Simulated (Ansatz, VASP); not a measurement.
**PbS: VASP beside Ansatz**

```
Pb S
1.0
     0.00000    2.96575    2.96575
     2.96575    0.00000    2.96575
     2.96575    2.96575    0.00000
Pb S
1 1
Direct
  0.00000 0.00000 0.00000
  0.50000 0.50000 0.50000
```

Alike in both runs: task single point; functional PBE; k mesh 6 × 6 × 6; occupations fermi-dirac, width 0.06 eV; no spin polarisation.

```csv
,VASP,Ansatz
version,VASP 6.6.1,Ansatz 0.2.0
potentials or method,"VASP PAW PBE potentials, release 64 (Pb_d, S), cutoff 520 eV","all-electron LAPW, scalar-relativistic"
```

VASP gave:

* gap on the k mesh at the Fermi level (eV): 0.37
* least direct gap on the mesh (eV): 0.37
* pressure (GPa): 2.1

Problem. Which values does Ansatz return?

Solution. gap on the k mesh at the Fermi level (eV): 0.36; least direct gap on the mesh (eV): 0.36; pressure (GPa): 2.2.

Ansatz ran all-electron here, and VASP with PAW potentials.

Spin-orbit coupling is off throughout.
